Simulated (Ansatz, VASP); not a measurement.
# One calculation of SiTe3, two programs

```
Si Te
1.0
     6.92068    0.00000    0.00000
    -3.46034    5.99348    0.00000
     0.00000    0.00000    5.55491
Si Te
2 6
Direct
  0.33333 0.66667 0.25000
  0.66667 0.33333 0.75000
  0.83300 0.66600 0.25000
  0.16700 0.83300 0.75000
  0.33400 0.16700 0.25000
  0.16700 0.33400 0.75000
  0.83300 0.16700 0.25000
  0.66600 0.83300 0.75000
```

Alike in both runs: task relaxation of cell and atoms; functional PBE; k mesh 3 × 3 × 4; occupations gaussian, width 0.1 eV; no spin polarisation.

|  | VASP | Ansatz |
| --- | --- | --- |
| version | VASP 6.6.1 | Ansatz 0.2.0 |
| potentials or method | VASP PAW PBE potentials, release 64 (Si, Te), cutoff 600 eV | scalar-relativistic, plane waves, PAW |
| valence electrons in the cell | 44 | 104 |

|  | VASP | Ansatz | Ansatz less VASP |
| --- | --- | --- | --- |
| gap on the k mesh at the Fermi level, each at its own relaxed structure (eV) | none | none | - |
| relaxed volume (Å³/atom) | 28.83 | 26.10 | -2.730 |
| relaxed length of the cell vector where the two differ most in proportion (Å) | 3.809 | 5.021 | +1.2112 |

A gap of «none» marks a metal or a gap that the smearing closes. One of these differences is far larger than is usual between the two programs; its cause wasn't traced. VASP's potentials hold 44 valence electrons a cell and Ansatz's 104, so a difference there can come from the potentials and not from the codes.

Neither program's run includes spin-orbit coupling.
